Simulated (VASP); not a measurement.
Input of a VASP 6.6.1 run:

INCAR

```
ALGO = Fast
EDIFF = 1E-6
ENCUT = 520
GGA = PE
ISIF = 2
ISMEAR = 0
LASPH = True
LCHARG = False
LREAL = False
LWAVE = False
NBANDS = 58
NELM = 80
PREC = Accurate
SIGMA = 0.2
```

Contents of KPOINTS:

```
k-points
0
Gamma
  4 4 2
```

The input POSCAR:

```
Sn6Ge
1.0
    4.0646910880      0.0000000000      0.0000000000
    0.0000000000      4.0646910880      0.0000000000
    0.0000000000      0.0000000000     11.9933441818
Sn Ge
6 1
Direct
    0.5000000000      0.5000000000      0.3441062839
    0.5000000000      0.5000000000      0.6558937161
    0.0000000000      0.0000000000      0.2329922755
    0.0000000000      0.0000000000      0.7670077245
    0.0000000000      0.0000000000      0.5000000000
    0.5000000000      0.5000000000      0.0000000000
    0.0000000000      0.0000000000      0.0000000000
```

Potentials or basis: VASP PAW PBE potentials, release 64 (Sn_d, Ge_d).

Launch:

```console
$ cat potpaw_PBE.64/Sn_d/POTCAR potpaw_PBE.64/Ge_d/POTCAR > POTCAR
$ mpirun -np 1 vasp_std > vasp.out
```

What does it give for the band gap on the k mesh?

Zero (band 49 reaches 8.39 eV, above the bottom of band 50 at 5.78 eV).

Predict the largest force.

0.026 eV/Å.

Predict the pressure.

-0.2 GPa.

Forces in eV/Å, atoms in the order of the input:
```
Sn   0.000  0.000  0.009
Sn   0.000  0.000 -0.009
Sn   0.000  0.000  0.026
Sn   0.000  0.000 -0.026
Sn   0.000  0.000  0.000
Sn   0.000  0.000  0.000
Ge   0.000  0.000  0.000
```

Caveat: the k points lie up to 0.39 Å⁻¹ apart; spin-orbit coupling is left out, which moves the levels of the heavy elements.
